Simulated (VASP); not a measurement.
# H2CO in VASP: a series of runs, part 2 of 2

VASP 6.6.1. The steps go on from the part before.

**4. Single point, PBE+D3(BJ)**

Input file INCAR:

```
  PREC = Accurate
  ENCUT = 520
  EDIFF = 1E-6
  ISMEAR = -1
  SIGMA = 0.02
  LREAL = Auto
  LASPH = True
  NELM = 60
  ALGO = Normal
  ISIF = 2
  LWAVE = False
  LCHARG = False
  GGA = PE
  IVDW = 12
  NBANDS = 86
```

Input file KPOINTS:

```
regular mesh
0
Gamma
  1 1 1
```

Input file POSCAR:

```
H2CO
1.0
    8.1882440000      0.0000000000      0.0000000000
    0.0000000000      8.1882440000      0.0000000000
    0.0000000000      0.0000000000      8.1882440000
O C H
10 10 20
Direct
    0.4735569678      0.2066865619      0.5368672453
    0.5907249466      0.8762684649      0.8255005591
    0.3321591296      0.3888257360      0.0150337484
    1.0078351353      0.0718469064      0.4244866176
    0.8517943530      0.5303701258      0.9784026954
    0.8003791778      0.0796874153      1.0738688295
    0.6602880911      0.8722627220      0.4136784395
    0.3240987933      0.8147778693      0.1070070701
    0.3743171308      0.5826279725      0.4852200301
   -0.0567520948      0.6169943153      0.4477883170
    0.3919155316      0.1355113502      0.4344276990
    0.7088821486      0.8183439575      0.7472664469
    0.4421460816      0.4874549415      0.0419870243
    0.9148725905      0.1883554032      0.4576805479
    0.9721009779      0.4394593029      0.9672037130
    0.6690933978      0.1138217181      1.0147230591
    0.6925538614      0.8148145072      0.2815988385
    0.1797577112      0.8429646210      0.1122829266
    0.4638479264      0.5188414024      0.5854490902
    0.0402772560      0.6775811761      0.5382594852
    0.3263337048      0.2104969026      0.3414895795
    0.3876533235      0.0058009996      0.4194061633
    0.8312282829      0.8709193326      0.7465947522
    0.6898304447      0.7110071463      0.6721954060
    0.5215159685      0.5279642375     -0.0618081239
    0.4786374221      0.5306632289      0.1652002554
    0.9511807416      0.3173940591      0.4583522426
    0.7781033394      0.1718195012      0.4876503436
    0.9567985517      0.3074774030      0.9817123183
    1.0953752722      0.4902516339      0.9433768705
    0.6516293359      0.1726743854      0.8942088194
    0.5556869092      0.0865509137      1.0796331912
    0.6033528068      0.8167685281      0.1815285426
    0.8032247207      0.7425645841      0.2581750129
    0.1230544669      0.9603035767      0.1599121863
    0.0803957479      0.7579647114      0.0835466066
    0.5936437654      0.4987760502      0.5510094716
    0.4271733964      0.4810799483      0.7052305720
    0.0541263792      0.6328096720      0.6675301811
    0.1171069157      0.7862613767      0.5063723064
```

On the command line:

```sh
$ cat potpaw_PBE.64/O/POTCAR potpaw_PBE.64/C/POTCAR potpaw_PBE.64/H/POTCAR > POTCAR
$ mpirun -np 1 vasp_gam > vasp.out
```

Wall time 91 s (1 thread of Intel Xeon Platinum 8488C (Sapphire Rapids), shared host); peak memory 0.52 GiB.

The run converged. Its results:

* Free energy: -224.0497 eV
* Pressure: 0.1 GPa
* Largest force: 2.828 eV/Å
* Band gap on the k mesh: 2.63 eV
* Dispersion energy per atom: -0.041 eV

Forces in eV/Å, atoms in the order of the input:
```
O    0.191 -0.289  0.549
O    1.855 -0.680 -0.957
O    0.212  0.430  0.432
O   -1.268  1.876  0.666
O    0.670 -0.492 -0.066
O    1.114 -0.050  0.230
O   -0.153  0.599  0.997
O    0.798 -0.257 -0.226
O   -0.709  0.214 -0.069
O   -1.184 -1.107 -1.351
C   -0.061  1.821 -0.678
C   -2.426  0.853  1.175
C    0.341 -0.539 -0.646
C   -0.226 -1.898 -0.298
C   -0.997  1.132  0.013
C   -0.750 -0.063 -0.542
C   -0.111 -0.785 -0.772
C   -1.547  1.243  0.929
C    0.940  0.013 -1.522
C    1.543  1.182  1.651
H   -0.188 -0.168 -0.017
H    0.019 -1.310  0.214
H    0.483  0.409  0.198
H    0.115 -0.566 -0.314
H   -0.126  0.254  0.303
H   -0.285 -0.030  0.085
H    0.559  0.310 -0.071
H    1.031 -0.291 -0.233
H    0.183 -0.519  0.055
H    0.015 -0.177 -0.015
H    0.218  0.221 -0.079
H   -0.585 -0.092  0.250
H   -0.287  0.273 -0.382
H    0.444  0.076  0.024
H    0.693 -0.138 -0.235
H   -0.059 -0.833 -0.458
H    0.134 -0.068  0.260
H   -0.520 -0.288  1.116
H    0.106  0.015 -0.172
H   -0.179 -0.282 -0.044
```

Stress tensor (GPa, compression positive):
```
-0.19  0.95  1.16
 0.95 -0.06 -0.16
 1.16 -0.16  0.43
```

Levels at points of the mesh, in eV from the valence-band top:
| k point | band 56 | band 57 | band 58 | band 59 | band 60 | band 61 | band 62 | band 63 | band 64 | band 65 |
| --- | --- | --- | --- | --- | --- | --- | --- | --- | --- | --- |
| (0.00, 0.00, 0.00) | -0.46 | -0.39 | -0.28 | -0.22 | 0.00 | 2.63 | 2.92 | 3.03 | 3.14 | 3.20 |

Caveat: the k points lie up to 0.77 Å⁻¹ apart; the atoms stand as in a frame of molecular dynamics.

**5. Single point, PBE+D3(BJ)**

Input file INCAR:

```
PREC = Accurate
ENCUT = 520
EDIFF = 1E-6
ISMEAR = -1
SIGMA = 0.02
LREAL = Auto
LASPH = T
NELM = 80
ALGO = Normal
ISIF = 2
LWAVE = F
LCHARG = F
GGA = PE
IVDW = 12
NBANDS = 86
```

KPOINTS is that of step 4.

Input file POSCAR:

```
H2CO
1.0
    8.1882440000      0.0000000000      0.0000000000
    0.0000000000      8.1882440000      0.0000000000
    0.0000000000      0.0000000000      8.1882440000
O C H
10 10 20
Direct
    0.4729707615      0.1917138766      0.5572867638
    0.5880748058      0.8569358705      0.8218734078
    0.3404270806      0.4198946685     -0.0054712586
    1.0180204693      0.0692456160      0.4333529875
    0.8448209409      0.5466129246      1.0163595516
    0.8284071652      0.0703325402      1.0605326368
    0.7020186502      0.8809581151      0.4224593209
    0.2875586023      0.7812908360      0.1611334494
    0.4158645004      0.5267673997      0.4802494894
    0.0062162290      0.5708672091      0.4568867269
    0.3945412472      0.1661284153      0.4384578672
    0.7117765421      0.8106744254      0.7465703269
    0.4399111702      0.5202824928      0.0319482419
    0.9150069294      0.1785242355      0.4317409203
    0.9658603237      0.4609535329      0.9888322820
    0.7121184957      0.1418497055      1.0031943357
    0.6845545883      0.8246945255      0.2860198108
    0.1569445170      0.8363820130      0.1116600824
    0.4973838103      0.4671697619      0.5986509440
    0.0759747755      0.6742471280      0.5386991399
    0.3514062356      0.2739048812      0.3708365310
    0.3694320785      0.0404238076      0.3919033190
    0.8183195322      0.8969200234      0.7308282460
    0.7392427485      0.6744425300      0.7294970692
    0.4942085263      0.6011178954     -0.0622844165
    0.4848048006      0.5381617841      0.1576162117
    0.9163747441      0.2789242724      0.3543983301
    0.8112972696      0.1716118865      0.5219556232
    0.9618912187      0.3299242182      0.9885147536
    1.0923953903      0.5146646827      0.9556139265
    0.7139137524      0.2166398559      0.8860019315
    0.5897967867      0.1323482788      1.0510556354
    0.5993837018      0.8784911637      0.1936312596
    0.7571342525      0.7160998133      0.2404178478
    0.0797973290      0.9231893920      0.1885141674
    0.1027937125      0.7913540437     -0.0063017174
    0.6344461645      0.4622847096      0.5898944878
    0.4298601751      0.4184413655      0.7129733799
    0.0178548661      0.7202765330      0.6482952877
    0.1956585563      0.7314144522      0.5201847918
```

Potentials or basis: VASP PAW PBE potentials, release 64 (O, C, H).

On the command line:

```sh
$ cat potpaw_PBE.64/O/POTCAR potpaw_PBE.64/C/POTCAR potpaw_PBE.64/H/POTCAR > POTCAR
$ mpirun -np 1 vasp_gam > vasp.out
```

OUTCAR:

```text
PREC = Accurate
   ENCUT = 520
   EDIFF = 1E-6
   ISMEAR = -1
   LREAL = Auto
   LASPH = T
   NELM = 80
   ISIF = 2
   GGA = PE
   IVDW = 12
 IVDW          = 12

 ion  position               nearest neighbor table
   1  0.473  0.192  0.557-  11 1.18
   2  0.588  0.857  0.822-  12 1.24
   3  0.340  0.420  0.995-  13 1.20
   4  0.018  0.069  0.433-  14 1.23
   5  0.845  0.547  0.016-  15 1.23
   6  0.828  0.070  0.061-  16 1.21
   7  0.702  0.881  0.422-  17 1.22
   8  0.288  0.781  0.161-  18 1.23
   9  0.416  0.527  0.480-  19 1.27
  10  0.006  0.571  0.457-  20 1.22
  11  0.395  0.166  0.438-  21 1.10  22 1.12   1 1.18
  12  0.712  0.811  0.747-  23 1.13  24 1.15   2 1.24
  13  0.440  0.520  0.032-  26 1.10  25 1.11   3 1.20
  14  0.915  0.179  0.432-  27 1.04  28 1.13   4 1.23
  15  0.966  0.461  0.989-  29 1.07  30 1.16   5 1.23
  16  0.712  0.142  0.003-  32 1.08  31 1.14   6 1.21
  17  0.685  0.825  0.286-  33 1.12  34 1.13   7 1.22
[... 21 lines left out ...]
  39  0.018  0.720  0.648-  20 1.08
  40  0.196  0.731  0.520-  20 1.10

  LATTYP: Found a simple cubic cell.
 ALAT       =     8.1882440000

  Lattice vectors:

 A1 = (   8.1882440000,   0.0000000000,   0.0000000000)
 A2 = (   0.0000000000,   8.1882440000,   0.0000000000)
 A3 = (   0.0000000000,   0.0000000000,   8.1882440000)

Analysis of symmetry for initial positions (statically):
=====================================================================
 Subroutine PRICEL returns:
 Original cell was already a primitive cell.

 Routine SETGRP: Setting up the symmetry group for a
 simple cubic supercell.

 Subroutine GETGRP returns: Found  1 space group operations
 (whereof  1 operations were pure point group operations)
 out of a pool of 48 trial point group operations.

The static configuration has the point symmetry C_1 .

[... 185 lines left out ...]
  volume/ion in A,a.u.               =      13.72        92.62
  Fermi-wavevector in a.u.,A,eV,Ry     =   0.986153  1.863560 13.231645  0.972499
  Thomas-Fermi vector in A             =   2.117513
   LORBIT       =      0    0 simple, 1 ext, 2 COOP (PROOUT), +10 PAW based schemes
   GGA     = PE    functional components
   LHFCALC =     F    Hartree Fock is set to
   AEXX    =    0.0000 exact exchange contribution
   IVDW    =    12    specifies the selected vdW correction
   LEPSILON=     F    determine dielectric tensor
   LRPA    =     F    only Hartree local field effects (RPA)
 non-spin polarized calculation
  energy-cutoff  :      520.00
  volume of cell :      549.00
 maximum number of plane-waves:      7386
 NGX is ok and might be reduce to    64
   NGX = 31   NGY = 31   NGZ = 31

 number of electron     120.0000000 magnetization

 Free energy of the ion-electron system (eV)
  ---------------------------------------------------
  ext. energy  EPLUGINS =         0.00000000
  ---------------------------------------------------
  free energy    TOTEN  =      -221.92537412 eV

  energy without entropy =     -221.92537412  energy(sigma->0) =     -221.92537412

 E-fermi :  -1.8334     XC(G=0):  -6.4289

 val. band max:       -2.3604445851   @ k =   0.0000   0.0000   0.0000
 cond. band min:       0.0852968742   @ k =   0.0000   0.0000   0.0000
 fundamental gap:      2.4457414592
 Fermi energy:        -1.8334079541

 k-point     1 :       0.0000    0.0000    0.0000
  band No.  band energies     occupation
      1     -24.2298      2.00000
      2     -23.9075      2.00000
      3     -23.5525      2.00000
      4     -23.5200      2.00000
      5     -23.3447      2.00000
      6     -23.3153      2.00000
[... 64 lines left out ...]
     71       2.5307      0.00000
     72       3.3479      0.00000
 [bands above 72 left out]

------------------------ aborting loop because EDIFF is reached ----------------------------------------

 Edisp (eV)   -1.64298

 E8    (eV) :    -0.3812

  FORCE on cell =-STRESS in cart. coord.  units (eV):
  Direction    XX          YY          ZZ          XY          YZ          ZX
  --------------------------------------------------------------------------------------
  -------------------------------------------------------------------------------------
  Total      -3.66304    -0.65342    -1.02518     3.34762     0.37053     1.54270
  in kB     -10.69006    -1.90692    -2.99185     9.76954     1.08135     4.50214
  external pressure =       -5.20 kB  Pullay stress =        0.00 kB

 VOLUME and BASIS-vectors are now :
 -----------------------------------------------------------------------------
  energy-cutoff  :      520.00
  volume of cell :      549.00
      direct lattice vectors                 reciprocal lattice vectors
     8.188244000  0.000000000  0.000000000     0.122126307  0.000000000  0.000000000
     0.000000000  8.188244000  0.000000000     0.000000000  0.122126307  0.000000000
     0.000000000  0.000000000  8.188244000     0.000000000  0.000000000  0.122126307

 POSITION                                       TOTAL-FORCE (eV/Angst)
 -----------------------------------------------------------------------------------
      3.87280      1.56980      4.56320         1.990732     -0.199161      2.830445
      4.81530      7.01680      6.72970         1.214121     -0.530431     -1.282642
      2.78750      3.43820      8.14344        -1.629104     -1.829114     -0.383267
      0.14756      0.56700      3.54840        -0.097015      0.661116     -0.240695
      6.91760      4.47580      0.13396         0.766667     -0.667093     -0.176189
      6.78320      0.57590      0.49566         0.520004      0.080335      0.132035
[... 32 lines left out ...]
      0.14620      5.89780      5.30840        -0.547545      0.298035      0.938369
      1.60210      5.98900      4.25940         0.422891     -0.250900     -0.800926
 -----------------------------------------------------------------------------------
    total drift:                                0.005201      0.004490     -0.000077

  FREE ENERGIE OF THE ION-ELECTRON SYSTEM (eV)
  ---------------------------------------------------
  free  energy   TOTEN  =      -223.5683507071 eV

  energy  without entropy=     -223.5683507071  energy(sigma->0) =     -223.56835071
```

OSZICAR:

```text
N       E                     dE             d eps       ncg     rms          rms(c)
DAV:   1     0.960932609921E+03    0.96093E+03   -0.62449E+04   180   0.126E+03
DAV:   2    -0.120123775613E+03   -0.10811E+04   -0.10222E+04   218   0.296E+02
DAV:   3    -0.235668277614E+03   -0.11554E+03   -0.11410E+03   200   0.103E+02
DAV:   4    -0.238379593410E+03   -0.27113E+01   -0.27006E+01   208   0.173E+01
DAV:   5    -0.238440127440E+03   -0.60534E-01   -0.60507E-01   208   0.245E+00    0.270E+01
DAV:   6    -0.224970982221E+03    0.13469E+02   -0.31452E+01   192   0.200E+01    0.141E+01
DAV:   7    -0.222528430769E+03    0.24426E+01   -0.32928E+00   208   0.718E+00    0.698E+00
DAV:   8    -0.221956291059E+03    0.57214E+00   -0.20739E+00   192   0.423E+00    0.199E+00
DAV:   9    -0.221924864110E+03    0.31427E-01   -0.19722E-01   200   0.159E+00    0.676E-01
DAV:  10    -0.221923753291E+03    0.11108E-02   -0.26764E-02   192   0.694E-01    0.264E-01
DAV:  11    -0.221925719997E+03   -0.19667E-02   -0.89502E-03   184   0.361E-01    0.126E-01
DAV:  12    -0.221925514642E+03    0.20535E-03   -0.22452E-03   184   0.235E-01    0.663E-02
DAV:  13    -0.221925465627E+03    0.49015E-04   -0.59355E-04   200   0.931E-02    0.389E-02
DAV:  14    -0.221925407380E+03    0.58246E-04   -0.12788E-04   184   0.440E-02    0.187E-02
DAV:  15    -0.221925379661E+03    0.27719E-04   -0.32902E-05   184   0.320E-02    0.103E-02
DAV:  16    -0.221925376475E+03    0.31857E-05   -0.14878E-05   208   0.152E-02    0.749E-03
DAV:  17    -0.221925374515E+03    0.19605E-05   -0.31713E-06   176   0.726E-03    0.261E-03
DAV:  18    -0.221925374120E+03    0.39492E-06   -0.46265E-07   144   0.337E-03
   1 F= -.22356835E+03 E0= -.22356835E+03  d E =-.393187E-11
```

stdout:

```text
POSCAR found type information on POSCAR O C H
 POSCAR found :  3 types and      40 ions
 scaLAPACK will be used
 LDA part: xc-table for (Slater+PW92), standard interpolation
 POSCAR, INCAR and KPOINTS ok, starting setup
 FFT: planning ... GRIDC
 FFT: planning ... GRID_SOFT
 FFT: planning ... GRID
 WAVECAR not read
 entering main loop
```

It took 1.7 min on 1 thread of Intel Xeon Platinum 8488C (Sapphire Rapids), shared host; peak memory 0.52 GiB.

Results:

```yaml
Free_energy: -223.5684 eV
Pressure: -0.5 GPa
Largest_force: 3.568 eV/Å
Band_gap_on_the_k_mesh: 2.45 eV
Dispersion_energy_per_atom: -0.041 eV
```

Forces on the atoms (eV/Å):
```
O    1.991 -0.199  2.830
O    1.214 -0.530 -1.283
O   -1.629 -1.829 -0.383
O   -0.097  0.661 -0.241
O    0.767 -0.667 -0.176
O    0.520  0.080  0.132
O   -0.255  0.039  0.097
O   -0.595  0.583 -0.277
O    1.560 -0.920  2.154
O    0.447  0.139 -0.268
C   -1.313 -0.409 -2.434
C   -0.285  0.063  2.148
C    1.629  1.666  0.191
C   -0.169 -2.673  2.358
C    0.502  2.120 -0.383
C   -0.185  0.193 -1.494
C    0.384 -0.474 -0.615
C   -0.091 -0.388  0.665
C   -2.151  0.375 -1.548
C   -0.371 -0.213  0.038
H   -0.468  0.191 -0.603
H   -0.053  0.154  0.118
H   -0.503 -0.352 -0.409
H   -0.390  0.996 -0.393
H    0.128  0.197  0.009
H   -0.004 -0.092  0.318
H    0.275  1.941 -1.696
H    0.155  0.138 -0.311
H   -0.098 -1.186  0.133
H   -1.120 -0.342  0.380
H    0.418 -0.226  0.522
H   -0.938 -0.100  0.719
H    0.016 -0.061  0.253
H   -0.315  0.361  0.309
H    0.561 -0.373 -0.562
H    0.101  0.320  0.182
H   -0.437 -0.064  0.256
H    0.925  0.833 -0.875
H   -0.548  0.298  0.938
H    0.423 -0.251 -0.801
```

Caveat: the k points lie up to 0.77 Å⁻¹ apart; the atoms stand as in a frame of molecular dynamics.

**6. The runs side by side**

| cell | gap on the mesh (eV) | pressure (GPa) | largest force (eV/Å) |
| --- | --- | --- | --- |
| as given, atomic positions A | 2.91 | 0.0 | 0.67 |
| as given, atomic positions B | 2.50 | -1.4 | 2.82 |
| as given, atomic positions C | 2.63 | 0.1 | 2.83 |
| as given, atomic positions D | 2.45 | -0.5 | 3.57 |

Alike in all rows: task single point; level PBE+D3(BJ); potentials or basis VASP PAW PBE potentials, release 64 (O, C, H); no spin polarisation; k mesh 1 × 1 × 1; cutoff (eV) 520; smearing fermi-dirac 0.02 eV.

Caveats: all runs use coarse meshes; the atoms stand as in a frame of molecular dynamics (at least some runs).

Total energies depend on the potentials used, so only differences within one code and one set of settings carry meaning.
